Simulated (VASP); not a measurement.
# MoS2 (P6_3/mmc) in VASP: further runs

The runs below take MoS2 through single point, relaxation of shape and atoms at fixed volume, with revPBE, revPBE+D4, PBEsol.

Everything below comes from runs of VASP 6.6.1. Logs are shortened: lines on timing, memory, paths and dates and some standing lists are left out, and cuts for length are marked.

## (1) The cell of the first run

It takes space group P6_3/mmc (No. 194, hexagonal). Conventional cell: a = 3.161 Å, b = 3.161 Å, c = 12.295 Å, α = 90.00°, β = 90.00°, γ = 120.00°. Within 3.2 Å of Mo (site symmetry -6m2) lie 6 S at 2.41 Å and 6 Mo at 3.16 Å. S (site symmetry 3m) has 3 Mo at 2.41 Å and 7 S at 3.13 to 3.16 Å within 3.2 Å.

## (2) Single point, revPBE, collinear spin

Contents of INCAR:

```
PREC = Accurate
ENCUT = 500
EDIFF = 1E-6
ISMEAR = 0
SIGMA = 0.05
LREAL = False
LASPH = True
NELM = 200
ALGO = Normal
ISIF = 2
LWAVE = False
LCHARG = False
ISPIN = 2
MAGMOM = 0.05 0.05 0 0 0 0
LORBIT = 11
LMAXMIX = 4
GGA = RE
NBANDS = 39
GGA_COMPAT = False
```

Contents of KPOINTS:

```
regular mesh
0
Gamma
  8 8 2
```

Contents of POSCAR:

```
MoS2
1.0
    3.1609689772      0.0000000000      0.0000000000
   -1.5804844886      2.7374794348      0.0000000000
    0.0000000000      0.0000000000     12.2952528969
Mo S
2 4
Direct
    0.3333333333      0.6666666667      0.2500000000
    0.6666666667      0.3333333333      0.7500000000
    0.3333333333      0.6666666667      0.6225317062
    0.6666666667      0.3333333333      0.1225317062
    0.3333333333      0.6666666667      0.8774682938
    0.6666666667      0.3333333333      0.3774682938
```

Potentials or basis: VASP PAW PBE potentials, release 64 (Mo_sv, S).

On the command line:

```bash
cat potpaw_PBE.64/Mo_sv/POTCAR potpaw_PBE.64/S/POTCAR > POTCAR
mpirun -np 1 vasp_std > vasp.out
```

OUTCAR:

```text
PREC = Accurate
   ENCUT = 500
   EDIFF = 1E-6
   ISMEAR = 0
   LREAL = False
   LASPH = True
   NELM = 200
   ISIF = 2
   ISPIN = 2
   LORBIT = 11
   GGA = RE

 ion  position               nearest neighbor table
   1  0.333  0.667  0.250-   4 2.41   6 2.41   4 2.41   6 2.41   4 2.41   6 2.41
   2  0.667  0.333  0.750-   3 2.41   5 2.41   3 2.41   5 2.41   3 2.41   5 2.41
   3  0.333  0.667  0.623-   2 2.41   2 2.41   2 2.41
   4  0.667  0.333  0.123-   1 2.41   1 2.41   1 2.41
   5  0.333  0.667  0.877-   2 2.41   2 2.41   2 2.41
   6  0.667  0.333  0.377-   1 2.41   1 2.41   1 2.41

  LATTYP: Found a hexagonal cell.
 ALAT       =     3.1609689772
 C/A-ratio  =     3.8897100812

  Lattice vectors:

 A1 = (   3.1609689772,   0.0000000000,   0.0000000000)
 A2 = (  -1.5804844886,   2.7374794348,   0.0000000000)
 A3 = (   0.0000000000,   0.0000000000,  12.2952528969)

Analysis of symmetry for initial positions (statically):
=====================================================================
 Subroutine PRICEL returns:
 Original cell was already a primitive cell.

 Routine SETGRP: Setting up the symmetry group for a
 hexagonal supercell.

 Subroutine GETGRP returns: Found 24 space group operations
 (whereof 12 operations were pure point group operations)
 out of a pool of 24 trial point group operations.

The static configuration has the point symmetry D_3d.
 The point group associated with its full space group is D_6h.

Analysis of symmetry for dynamics (positions and initial velocities):
=====================================================================
 Subroutine PRICEL returns:
 Original cell was already a primitive cell.

 Routine SETGRP: Setting up the symmetry group for a
 hexagonal supercell.

 Subroutine GETGRP returns: Found 24 space group operations
 (whereof 12 operations were pure point group operations)
 out of a pool of 24 trial point group operations.

The dynamic configuration has the point symmetry D_3d.
 The point group associated with its full space group is D_6h.

Analysis of structural, dynamic, and magnetic symmetry:
=====================================================================
 Subroutine PRICEL returns:
 Original cell was already a primitive cell.

 Routine SETGRP: Setting up the symmetry group for a
 hexagonal supercell.

 Subroutine GETGRP returns: Found 24 space group operations
 (whereof 12 operations were pure point group operations)
 out of a pool of 24 trial point group operations.

The overall configuration has the point symmetry D_3d.
 The point group associated with its full space group is D_6h.

 Subroutine INISYM returns: Found 24 space group operations
 (whereof 12 operations are pure point group operations),
 and found     1 'primitive' translations

----------------------------------------------------------------------------------------

                                     Primitive cell

  volume of cell :     106.3919

  direct lattice vectors                    reciprocal lattice vectors
     3.160968977  0.000000000  0.000000000     0.316358688  0.182649774  0.000000000
    -1.580484489  2.737479435  0.000000000     0.000000000  0.365299548  0.000000000
     0.000000000  0.000000000 12.295252897     0.000000000  0.000000000  0.081332203

  length of vectors
     3.160968977  3.160968977 12.295252897     0.365299548  0.365299548  0.081332203

  position of ions in fractional coordinates (direct lattice)
     0.333333333  0.666666667  0.250000000
     0.666666667  0.333333333  0.750000000
     0.333333333  0.666666667  0.622531706
     0.666666667  0.333333333  0.122531706
     0.333333333  0.666666667  0.877468294
     0.666666667  0.333333333  0.377468294

  ion indices of the primitive-cell ions
   primitive index   ion index
                 1           1
                 2           2
                 3           3
                 4           4
                 5           5
                 6           6

----------------------------------------------------------------------------------------

 KPOINTS: regular mesh

Automatic generation of k-mesh.
 Grid dimensions read from file:
 generate k-points for:    8    8    2

 Generating k-lattice:

  Cartesian coordinates                     Fractional coordinates (reciprocal lattice)
     0.039544836  0.022831222  0.000000000     0.125000000  0.000000000  0.000000000
     0.000000000  0.045662443  0.000000000     0.000000000  0.125000000  0.000000000
     0.000000000  0.000000000  0.040666101     0.000000000  0.000000000  0.500000000

  Length of vectors
     0.045662443  0.045662443  0.040666101

  Shift w.r.t. Gamma in fractional coordinates (k-lattice)
     0.000000000  0.000000000  0.000000000

 Subroutine IBZKPT returns following result:
 ===========================================

 Found     20 irreducible k-points:

 Following reciprocal coordinates:
            Coordinates               Weight
  0.000000  0.000000  0.000000      1.000000
  0.125000  0.000000  0.000000      6.000000
  0.250000  0.000000  0.000000      6.000000
  0.375000  0.000000  0.000000      6.000000
  0.500000  0.000000  0.000000      3.000000
  0.125000  0.125000  0.000000      6.000000
[... 12 lines left out ...]
  0.250000  0.250000  0.500000      6.000000
  0.375000  0.250000  0.500000      6.000000
   k-points           NKPTS =     20   k-points in BZ     NKDIM =     20   number of bands    NBANDS=     39
   number of dos      NEDOS =    301   number of ions     NIONS =      6
   total plane-waves  NPLWV =  51840
   dimension x,y,z NGX =    24 NGY =   24 NGZ =   90
   dimension x,y,z NGXF=    48 NGYF=   48 NGZF=  180
   ions per type =               2   4
   NGX,Y,Z   is equivalent  to a cutoff of  12.62, 12.62, 12.17 a.u.
   NGXF,Y,Z  is equivalent  to a cutoff of  25.24, 25.24, 24.34 a.u.
 SYSTEM =  unknown system
   PREC   = accura    normal or accurate (medium, high low for compatibility)
   ISTART =      0    job   : 0-new  1-cont  2-samecut
   ICHARG =      2    charge: 1-file 2-atom 10-const
   ISPIN  =      2    spin polarized calculation?
   LNONCOLLINEAR =      F non collinear calculations
   LSORBIT =      F    spin-orbit coupling
   LASPH  =      T    aspherical Exc in radial PAW
   ENCUT  =  500.0 eV  36.75 Ry    6.06 a.u.   5.76  5.76 22.42*2*pi/ulx,y,z
   NELM   =    200;   NELMIN=  2; NELMDL= -5     # of ELM steps
   EDIFF  = 0.1E-05   stopping-criterion for ELM
   LREAL  =      F    real-space projection
[... 7 lines left out ...]
   TEBEG  =    0.0;   TEEND  =   0.0 temperature during run
   PSTRESS=    0.0 pullay stress
   NELECT =      52.0000    total number of electrons
   NUPDOWN=      -1.0000    fix difference up-down
   EMIN   =  10.00;   EMAX   =-10.00  energy-range for DOS
   EFERMI =   0.00;   METHOD = LEGACY
   ISMEAR =     0;   SIGMA  =   0.05  broadening in eV -4-tet -1-fermi 0-gaus
   EFERMI_NEDOS =   21; number of points for ismear=-14 and -15
   IALGO  =     38    algorithm
   IMIX   =      4    mixing-type and parameters
     AMIX     =   0.40;   BMIX     =  1.00
     AMIX_MAG =   1.60;   BMIX_MAG =  1.00
  volume/ion in A,a.u.               =      17.73       119.66
  Fermi-wavevector in a.u.,A,eV,Ry     =   1.289555  2.436905 22.625825  1.662951
  Thomas-Fermi vector in A             =   2.421440
   LORBIT       =     11    0 simple, 1 ext, 2 COOP (PROOUT), +10 PAW based schemes
   GGA     = RE    functional components
   LHFCALC =     F    Hartree Fock is set to
   AEXX    =    0.0000 exact exchange contribution
   IVDW    =     0    specifies the selected vdW correction
   LEPSILON=     F    determine dielectric tensor
   LRPA    =     F    only Hartree local field effects (RPA)
 spin polarized calculation
 Gauss-broadening in eV      SIGMA  =   0.05
  energy-cutoff  :      500.00
  volume of cell :      106.39
 maximum number of plane-waves:      2736
 NGX is ok and might be reduce to    24
   NGX = 11   NGY = 11   NGZ = 45

 number of electron      51.9999986 magnetization       0.0000101

 number of electron      51.9999986 magnetization      -0.0000168

 Free energy of the ion-electron system (eV)
  ---------------------------------------------------
  ext. energy  EPLUGINS =         0.00000000
  ---------------------------------------------------
  free energy    TOTEN  =       -41.37472584 eV

  energy without entropy =      -41.37472584  energy(sigma->0) =      -41.37472584

 E-fermi :   7.8511     XC(G=0): -10.7540

 val. band max:        7.6274911988   @ k =   0.0000   0.0000   0.0000
 cond. band min:       8.6475506246   @ k =   0.2500   0.1250   0.0000
 fundamental gap:      1.0200594257
 Fermi energy:         7.8510669430

 spin component 1

 k-point     1 :       0.0000    0.0000    0.0000
  band No.  band energies     occupation
      1     -53.8641      1.00000
      2     -53.8641      1.00000
      3     -28.0159      1.00000
      4     -28.0158      1.00000
      5     -27.7901      1.00000
      6     -27.7901      1.00000
[... 809 lines left out ...]
     37      15.3781      0.00000
     38      15.3781      0.00000
 Fermi energy:         7.8510669430

 spin component 2

 k-point     1 :       0.0000    0.0000    0.0000
  band No.  band energies     occupation
      1     -53.8641      1.00000
      2     -53.8641      1.00000
      3     -28.0159      1.00000
      4     -28.0158      1.00000
      5     -27.7901      1.00000
      6     -27.7901      1.00000
[... 809 lines left out ...]
     37      15.3781      0.00000
     38      15.3781      0.00000
 [bands above 38 left out]

------------------------ aborting loop because EDIFF is reached ----------------------------------------

  FORCE on cell =-STRESS in cart. coord.  units (eV):
  Direction    XX          YY          ZZ          XY          YZ          ZX
  --------------------------------------------------------------------------------------
  -------------------------------------------------------------------------------------
  Total        2.9100709      2.9100709      2.8469150     -0.0000000      0.0000000      0.0000000
  in kB       43.8233511     43.8233511     42.8722733     -0.0000000      0.0000000      0.0000000
  external PRESSURE =      43.5063252 kB  Pullay stress =       0.0000000 kB

 VOLUME and BASIS-vectors are now :
 -----------------------------------------------------------------------------
  energy-cutoff  :      500.00
  volume of cell :      106.39
      direct lattice vectors                 reciprocal lattice vectors
     3.160968977  0.000000000  0.000000000     0.316358688  0.182649774  0.000000000
    -1.580484489  2.737479435  0.000000000     0.000000000  0.365299548  0.000000000
     0.000000000  0.000000000 12.295252897     0.000000000  0.000000000  0.081332203

 POSITION                                       TOTAL-FORCE (eV/Angst)
 -----------------------------------------------------------------------------------
     -0.00000      1.82499      3.07381         0.000000     -0.000000     -0.000000
      1.58048      0.91249      9.22144         0.000000      0.000000     -0.000000
     -0.00000      1.82499      7.65418        -0.000000      0.000000      0.038098
      1.58048      0.91249      1.50656         0.000000     -0.000000      0.038098
     -0.00000      1.82499     10.78869        -0.000000      0.000000     -0.038098
      1.58048      0.91249      4.64107         0.000000     -0.000000     -0.038098
 -----------------------------------------------------------------------------------
    total drift:                                0.000000     -0.000000      0.000000

  FREE ENERGIE OF THE ION-ELECTRON SYSTEM (eV)
  ---------------------------------------------------
  free  energy   TOTEN  =       -41.3747258364 eV

  energy  without entropy=      -41.3747258364  energy(sigma->0) =      -41.37472584

 total charge

# of ion       s       p       d       tot
------------------------------------------
    1        2.290   6.222   3.946  12.458
    2        2.290   6.222   3.946  12.458
    3        1.368   2.348   0.000   3.716
    4        1.368   2.348   0.000   3.716
    5        1.368   2.348   0.000   3.716
    6        1.368   2.348   0.000   3.716
--------------------------------------------------
tot         10.051  21.835   7.892  39.779

 magnetization (x)

# of ion       s       p       d       tot
------------------------------------------
    1       -0.000  -0.000   0.000  -0.000
    2       -0.000  -0.000   0.000  -0.000
    3        0.000   0.000   0.000   0.000
    4        0.000   0.000   0.000   0.000
    5        0.000   0.000   0.000   0.000
    6        0.000   0.000   0.000   0.000
--------------------------------------------------
tot          0.000   0.000   0.000   0.000
```

It took 1.7 min on 1 thread of AMD EPYC 9R45 (Zen 5), shared host; peak memory 0.28 GiB.

What came out:

| Quantity | Value |
| --- | --- |
| Free energy | -41.3747 eV |
| Pressure | 4.4 GPa |
| Largest force | 0.038 eV/Å |
| Band gap on the k mesh | 1.02 eV (least direct gap 1.96 eV) |
| Net moment | 0.00 μB per cell |
| Valence electrons inside the program's atomic spheres | Mo 12.46; S 3.72 |

Forces in eV/Å, atoms in the order of the input:
```
Mo   0.000  0.000  0.000
Mo   0.000  0.000  0.000
S    0.000  0.000  0.038
S    0.000  0.000  0.038
S    0.000  0.000 -0.038
S    0.000  0.000 -0.038
```

Stress tensor (GPa, compression positive):
```
4.38 0.00 0.00
0.00 4.38 0.00
0.00 0.00 4.29
```

Levels at points of the mesh, in eV from the valence-band top:
Spin up:
```
           k point  band 22  band 23  band 24  band 25  band 26  band 27  band 28  band 29  band 30  band 31
(0.00, 0.00, 0.00)    -2.09    -2.09    -1.18    -1.14     0.00     2.14     2.14     2.17     2.17     2.29
(0.50, 0.00, 0.00)    -2.49    -1.70    -1.49    -1.38    -1.26     1.66     1.71     2.06     2.32     2.92
(0.00, 0.00, 0.50)    -2.11    -2.11    -2.11    -0.27    -0.27     2.14     2.14     2.14     2.14     2.39
(0.50, 0.00, 0.50)    -2.64    -1.59    -1.59    -1.31    -1.31     1.68     1.68     2.20     2.20     3.28
```
Spin down:
```tsv
k point	band 23	band 24	band 25	band 26	band 27	band 28	band 29	band 30
(0.00, 0.00, 0.00)	-2.09	-1.18	-1.14	0.00	2.14	2.14	2.17	2.17
(0.50, 0.00, 0.00)	-1.70	-1.49	-1.38	-1.26	1.66	1.71	2.06	2.32
(0.00, 0.00, 0.50)	-2.11	-2.11	-0.27	-0.27	2.14	2.14	2.14	2.14
(0.50, 0.00, 0.50)	-1.59	-1.59	-1.31	-1.31	1.68	1.68	2.20	2.20
```

Caveat: the cell stands under pressure; the PAW data sets were made with another functional, which shifts forces and pressure a little; this functional lacks dispersion, which binds the layers, so the pressure and a relaxed spacing across them are unreliable. As with any semilocal functional, this revPBE gap is likely too small.

## (3) Single point, revPBE+D4, collinear spin

Contents of INCAR:

```
SYSTEM = MoS2
  PREC = Accurate
  ENCUT = 500
  EDIFF = 1E-6
  ISMEAR = 0
  SIGMA = 0.05
  LREAL = .False.
  LASPH = .True.
  NELM = 200
  ALGO = Normal
  ISIF = 2
  LWAVE = .False.
  LCHARG = .False.
  ISPIN = 2
  MAGMOM = 0.05 0.05 0 0 0 0
  LORBIT = 11
  LMAXMIX = 4
  GGA = RE
  IVDW = 13
  NBANDS = 39
  GGA_COMPAT = .False.
```

Contents of KPOINTS:

```
regular mesh
0
Gamma
  8 8 2
  0 0 0
```

Contents of POSCAR:

```
MoS2
1.0
    3.1625259685      0.0000000000      0.0000000000
   -1.5812629843      2.7388278289      0.0000000000
    0.0000000000      0.0000000000     12.2831493504
Mo S
2 4
Direct
    0.3333333333      0.6666666667      0.2500000000
    0.6666666667      0.3333333333      0.7500000000
    0.3333333333      0.6666666667      0.6225778260
    0.6666666667      0.3333333333      0.1225778260
    0.3333333333      0.6666666667      0.8774221740
    0.6666666667      0.3333333333      0.3774221740
```

Potentials or basis: VASP PAW PBE potentials, release 64 (Mo_sv, S).

On the command line:

```bash
cat potpaw_PBE.64/Mo_sv/POTCAR potpaw_PBE.64/S/POTCAR > POTCAR
mpirun -np 1 vasp_std > vasp.out
```

It took 1.7 min on 1 thread of AMD EPYC 9R45 (Zen 5), shared host; peak memory 0.28 GiB.

It converged, with:

```yaml
Free_energy: -46.0867 eV
Pressure: -2.8 GPa
Largest_force: 0.031 eV/Å
Band_gap_on_the_k_mesh: 1.01 eV (least direct gap 1.95 eV)
Net_moment: 0.00 μB per cell
Valence_electrons_inside_the_program's_atomic_spheres: Mo 12.46; S 3.72
Dispersion_energy_per_atom: -0.785 eV
```

Forces on the atoms (eV/Å):
```
Mo   0.000  0.000  0.000
Mo   0.000  0.000  0.000
S    0.000  0.000  0.031
S    0.000  0.000  0.031
S    0.000  0.000 -0.031
S    0.000  0.000 -0.031
```

Levels at points of the mesh, in eV from the valence-band top:
Spin up:
```tsv
k point	band 24	band 25	band 26	band 27	band 28	band 29
(0.00, 0.00, 0.00)	-1.18	-1.14	0.00	2.12	2.12	2.15
(0.50, 0.00, 0.00)	-1.51	-1.39	-1.27	1.64	1.69	2.04
(0.00, 0.00, 0.50)	-2.13	-0.26	-0.26	2.13	2.13	2.13
(0.50, 0.00, 0.50)	-1.61	-1.32	-1.32	1.66	1.66	2.19
```
Spin down:
```csv
k point,band 24,band 25,band 26,band 27,band 28,band 29
"(0.00, 0.00, 0.00)",-1.18,-1.14,0.00,2.12,2.12,2.15
"(0.50, 0.00, 0.00)",-1.51,-1.39,-1.27,1.64,1.69,2.04
"(0.00, 0.00, 0.50)",-2.13,-0.26,-0.26,2.13,2.13,2.13
"(0.50, 0.00, 0.50)",-1.61,-1.32,-1.32,1.66,1.66,2.19
```

Caveat: the PAW data sets were made with another functional, which shifts forces and pressure a little.

(Part 1 of 2 ends here.)
